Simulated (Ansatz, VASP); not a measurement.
One calculation of Sc3Al5N8, two programs

```xyz
16
Lattice="-0.0087 -0.0050 -4.9510 3.3572 5.7096 0.0108 3.2661 -5.6570 0.0000" Properties=species:S:1:pos:R:3 pbc="T T T"
Sc    1.5960   -0.9287   -0.0847
Sc    3.2597   -3.8105   -0.0847
Sc    3.3603   -1.8313   -2.5527
Al    3.3122    1.9123   -0.0323
Al    4.9831   -0.8944   -0.0230
Al    1.6893    0.9753   -2.4902
Al    4.9533    0.9720   -2.4960
Al    3.3184    3.8037   -2.4960
N     1.5528   -0.8960   -2.9086
N     3.2665   -3.8643   -2.9086
N     3.3226    1.9183   -3.0643
N     5.0923   -0.8313   -3.0865
N     3.3916   -1.8132   -0.4321
N     1.7726    1.0234   -0.6051
N     4.8491    0.9224   -0.6026
N     3.2234    3.7383   -0.6026
```

Alike in both runs: functional PBEsol; k mesh 6 × 4 × 4; occupations gaussian, width 0.02 eV; no spin polarisation.

Ansatz relaxed the structure, and its values are those at the end. VASP's run is a single point on that final structure, the one shown.

|  | VASP | Ansatz |
| --- | --- | --- |
| version | VASP 6.6.1 | Ansatz 0.2.0 |
| potentials or method | VASP PAW PBE potentials, release 64 (Sc_sv, Al, N), cutoff 520 eV | scalar-relativistic, plane waves, PAW |
| valence electrons in the cell | 88 | 88 |

```tsv
	VASP	Ansatz	Ansatz less VASP
gap on the k mesh at the Fermi level (eV)	3.13	3.14	+0.008
least direct gap on the mesh (eV)	3.23	3.24	+0.010
pressure (GPa)	0.3	0.0	-0.32
rms of the force components (eV/Å)	0.022	0.001	-0.0210
```

VASP's potentials were made for PBE, not for PBEsol. With one functional, cell and mesh, what is left measures potentials, basis and numerics.
